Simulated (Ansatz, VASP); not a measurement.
# One calculation of GaSb3, two programs

```
CELL_PARAMETERS angstrom
0.00000 3.64667 3.37937
3.64667 0.00000 3.37937
3.64667 3.64667 0.00000
ATOMIC_POSITIONS crystal
Ga 0.00000 0.00000 0.00000
Sb 0.25000 0.25000 0.25000
Sb 0.75000 0.75000 0.75000
Sb 0.50000 0.50000 0.50000
```

Change from the starting cell: engineering shear strain xz +0.0000, normal strain along z -0.0733.

Alike in both runs: task single point; functional PBEsol; k mesh 10 × 10 × 10; occupations gaussian, width 0.15 eV; no spin polarisation.

|  | VASP | Ansatz |
| --- | --- | --- |
| version | VASP 6.6.1 | Ansatz 0.2.0 |
| potentials or method | VASP PAW PBE potentials, release 64 (Ga_d, Sb), cutoff 520 eV | scalar-relativistic, plane waves, PAW |
| valence electrons in the cell | 28 | 58 |

```csv
,VASP,Ansatz,Ansatz less VASP
gap on the k mesh at the Fermi level (eV),none,none,-
pressure (GPa),6.2,6.1,-0.10
"traceless stress, the component that is largest in VASP (GPa)",0.90,0.90,-0.003
```

VASP's potentials were made for PBE, not for PBEsol, and Ansatz warns of the same on its side. A gap of «none» marks a metal or a gap that the smearing closes. VASP's potentials hold 28 valence electrons a cell and Ansatz's 58, so a difference there can come from the potentials and not from the codes.

Neither program's run includes spin-orbit coupling.
